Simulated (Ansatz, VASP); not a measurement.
## Hf in VASP and in Ansatz

```xyz
2
Lattice="3.1369 0.0000 0.0000 -1.5684 2.7166 0.0000 0.0000 0.0000 4.9657" Properties=species:S:1:pos:R:3 pbc="T T T"
Hf    0.0000    1.8111    1.2414
Hf    1.5684    0.9055    3.7243
```

Alike in both runs: task single point; functional revPBE; k mesh 18 × 18 × 10; occupations fermi-dirac, width 0.1 eV; no spin polarisation.

|  | VASP | Ansatz |
| --- | --- | --- |
| version | VASP 6.6.1 | Ansatz 0.2.0 |
| potentials or method | VASP PAW PBE potentials, release 64 (Hf_pv), cutoff 520 eV | plane waves (420 eV) with PAW, scalar-relativistic |
| valence electrons in the cell | 20 | 52 |

Ansatz gave:

| Item | Value |
| --- | --- |
| pressure (GPa) | 9.8 |
| traceless stress, the component that is largest in VASP (GPa) | 0.25 |

Task: What did VASP give for the same quantities?

Result: Pressure (GPa): 9.3; traceless stress, the component that is largest in VASP (GPa): 0.16.

VASP's potentials were made for PBE, not for revPBE. VASP's potentials hold 20 valence electrons a cell and Ansatz's 52, so a difference there can come from the potentials and not from the codes.

Neither program's run includes spin-orbit coupling.
